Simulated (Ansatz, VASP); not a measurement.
**VN: VASP beside Ansatz**

```
CELL_PARAMETERS angstrom
0.00000 2.05804 2.05804
2.05804 0.00000 2.05804
2.05804 2.05804 0.00000
ATOMIC_POSITIONS crystal
V 0.50000 0.50000 0.50000
N 0.00000 0.00000 0.00000
```

Alike in both runs: functional PBE; k mesh 8 × 8 × 8; occupations gaussian, width 0.1 eV; no spin polarisation.

Ansatz relaxed the structure, and its values are those at the end. VASP's run is a single point on that final structure, the one shown.

|  | VASP | Ansatz |
| --- | --- | --- |
| version | VASP 6.6.1 | Ansatz 0.2.0 |
| potentials or method | VASP PAW PBE potentials, release 64 (V_sv, N), cutoff 600 eV | scalar-relativistic, plane waves, PAW |
| valence electrons in the cell | 18 | 18 |

```tsv
	VASP	Ansatz	Ansatz less VASP
gap on the k mesh at the Fermi level (eV)	none	none	-
pressure (GPa)	0.7	0.2	-0.55
```

A gap of «none» marks a metal or a gap that the smearing closes.
